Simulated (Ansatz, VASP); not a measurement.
**Two plane-wave programs on AlN**

Contents of INCAR:

```
PREC = Accurate ; ENCUT = 520
EDIFF = 1E-6 ; ISMEAR = -1
SIGMA = 0.05 ; LREAL = F
LASPH = T ; NELM = 80
ALGO = Normal ; ISIF = 2
LWAVE = F ; LCHARG = F
GGA = PS ; NBANDS = 11
```

File KPOINTS:

```
regular mesh
0
Gamma
  10 10 10
```

POSCAR

```
AlN
1.0
    0.0000000000      2.2127336128      2.2127336128
    2.2127336128      0.0000000000      2.2127336128
    2.2127336128      2.2127336128      0.0000000000
Al N
1 1
Direct
    0.0000000000      0.0000000000      0.0000000000
    0.2500000000      0.2500000000      0.2500000000
```

File input.yaml:

```yaml
crystal:
  lattice:
    - [0.0, 2.2127336128, 2.2127336128]
    - [2.2127336128, 0.0, 2.2127336128]
    - [2.2127336128, 2.2127336128, 0.0]
  atoms:
    - { symbol: Al, position: [0.0, 0.0, 0.0] }
    - { symbol: "N", position: [0.25, 0.25, 0.25] }
hamiltonian:
  xc: pbesol
  pseudopotentials: { kind: paw }
kpoints:
  mp_grid: { grid: [10, 10, 10] }
scf:
  occupations: { method: fermi_dirac, width: 0.05 }
output:
  forces: true
  stress: true
  eigenvalues: true
  write_density: true
  write_potential: true
  elf: true
  volumetric_format: npy
```

Alike in both runs: task single point; functional PBEsol; k mesh 10 × 10 × 10; occupations fermi-dirac, width 0.05 eV; no spin polarisation.

|  | VASP | Ansatz |
| --- | --- | --- |
| version | VASP 6.6.1 | Ansatz 0.2.0 |
| potentials or method | VASP PAW PBE potentials, release 64 (Al, N) | Ansatz PAW |
| plane-wave cutoff (eV) | 520 | 420 |
| valence electrons in the cell | 8 | 8 |

VASP gave:

| Property | Result |
| --- | --- |
| gap on the k mesh at the Fermi level (eV) | 3.17 |
| least direct gap on the mesh (eV) | 3.79 |
| pressure (GPa) | -6.2 |

**Question.** Estimate Ansatz's values.

**Answer.** gap on the k mesh at the Fermi level (eV): 3.18; least direct gap on the mesh (eV): 3.78; pressure (GPa): -6.1.

VASP's potentials were made for PBE, not for PBEsol.
